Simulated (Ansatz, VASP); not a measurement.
# One calculation of NbIn2S3, two programs

```
Nb In S
1.0
     3.52885    0.00000    0.00000
     0.00000    3.52885    0.00000
     0.00000    0.00000   10.28121
Nb In S
1 2 3
Cartesian
  1.7644 1.7644 0.0000
  1.7644 0.0000 7.4799
  0.0000 1.7644 2.8014
  1.7644 0.0000 3.7067
  0.0000 1.7644 6.5745
  0.0000 0.0000 0.0000
```

Change from the starting cell: species swapped into the Hf2SiAs3 type (P-4m2, No. 115).

Alike in both runs: task relaxation of cell and atoms; functional PBE; k mesh 10 × 10 × 4; occupations gaussian, width 0.1 eV; no spin polarisation.

|  | VASP | Ansatz |
| --- | --- | --- |
| version | VASP 6.6.1 | Ansatz 0.2.0 |
| potentials or method | VASP PAW PBE potentials, release 64 (Nb_sv, In_d, S), cutoff 600 eV | scalar-relativistic, plane waves, PAW |
| valence electrons in the cell | 57 | 57 |

Ansatz gave:

```
gap on the k mesh at the Fermi level, each at its own relaxed structure (eV)  : none
relaxed volume (Å³/atom)                                                      : 21.37
relaxed length of the cell vector where the two differ most in proportion (Å) : 10.285
```

Which values does VASP return?

gap on the k mesh at the Fermi level, each at its own relaxed structure (eV): none; relaxed volume (Å³/atom): 21.28; relaxed length of the cell vector where the two differ most in proportion (Å): 10.237.

A gap of «none» marks a metal or a gap that the smearing closes.
